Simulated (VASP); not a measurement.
Write the native input for VASP 6.6.1 that does the following.

| Quantity | Value |
| --- | --- |
| Task | single point |
| Functional | PBE |
| Potentials or basis | VASP PAW PBE potentials, release 64 (C) |
| Cutoff | 520 eV |
| k mesh | 8 × 8 × 8 |
| Occupations | gaussian, width 0.1 eV |
| Spin | no spin polarisation |
| Dipole correction | no |
| Further INCAR settings | ALGO = Normal; EDIFF = 1e-07; NBANDS = 21 |

The structure of C lies in POSCAR:

```
C
1.0
   -2.2818877500      2.2818877500      1.3645730200
    2.2818877500     -2.2818877500      1.3645730200
    2.2818877500      2.2818877500     -1.3645730200
C
6
Direct
    0.5000000000      0.5000000000      0.0000000000
    0.2500000000      0.7500000000      0.5000000000
    0.8251750700      0.6250000000      0.7001750700
    0.9248249300      0.1250000000      0.2998249300
    0.3750000000      0.1748249300      0.2998249300
    0.8750000000      0.0751750700      0.7001750700
```

The input as run:

INCAR

```
ALGO = Normal
EDIFF = 1E-7
ENCUT = 520
GGA = PE
ISIF = 2
ISMEAR = 0
LASPH = True
LCHARG = False
LREAL = False
LWAVE = False
NBANDS = 21
NELM = 100
PREC = Accurate
SIGMA = 0.1
```

KPOINTS

```
k-points
0
Gamma
  8 8 8
```

Potentials or basis: VASP PAW PBE potentials, release 64 (C).

Run with:

```sh
$ cat potpaw_PBE.64/C/POTCAR > POTCAR
$ mpirun -np 1 vasp_std > vasp.out
```

It gave:

- Pressure: 107.6 GPa
- Largest force: 2.253 eV/Å
- Band gap on the k mesh: 1.14 eV, indirect (least direct gap 1.96 eV)

Caveat: forces of over 1 eV/Å act on the atoms, so gaps and moduli don't describe the material at rest.

It took 41 s on 1 thread of AMD EPYC 7R13 Processor (Zen 3), on a shared host, peak memory 0.13 GiB.
